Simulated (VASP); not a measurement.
CdS:

```
Cd S
1.0
     0.00000    2.93921    2.93921
     2.93921    0.00000    2.93921
     2.93921    2.93921    0.00000
Cd S
1 1
Direct
  0.00000 0.00000 0.00000
  0.25000 0.25000 0.25000
```

Base run:

| Item | Value |
| --- | --- |
| Program | VASP 6.6.1 |
| Functional | PBE |
| Potentials or basis | VASP PAW PBE potentials, release 64 (Cd, S) |
| Cutoff | 520 eV |
| k mesh | 6 × 6 × 6 |
| Occupations | gaussian, width 0.5 eV |
| Spin | no spin polarisation |

Its results: band gap on the k mesh 1.10 eV, direct; pressure 1.7 GPa.

After a change of settings the same cell gave: band gap on the k mesh 1.09 eV, direct; pressure 0.4 GPa. Which change was it?
A. occupations from gaussian, width 0.5 eV to gaussian, width 0.01 eV; dispersion from none to D4
B. potentials or basis from VASP PAW PBE potentials, release 64 (Cd, S) to VASP PAW PBE potentials, release 64 (Cd_sv_GW, S); cutoff from 520 eV to 540 eV; further incar settings from ALGO = Normal; EDIFF = 1e-06; NBANDS = 16 to ALGO = Normal; EDIFF = 1e-06; NBANDS = 20; valence electrons from 18 to 26
C. occupations from gaussian, width 0.5 eV to methfessel-paxton, width 0.05 eV

B.
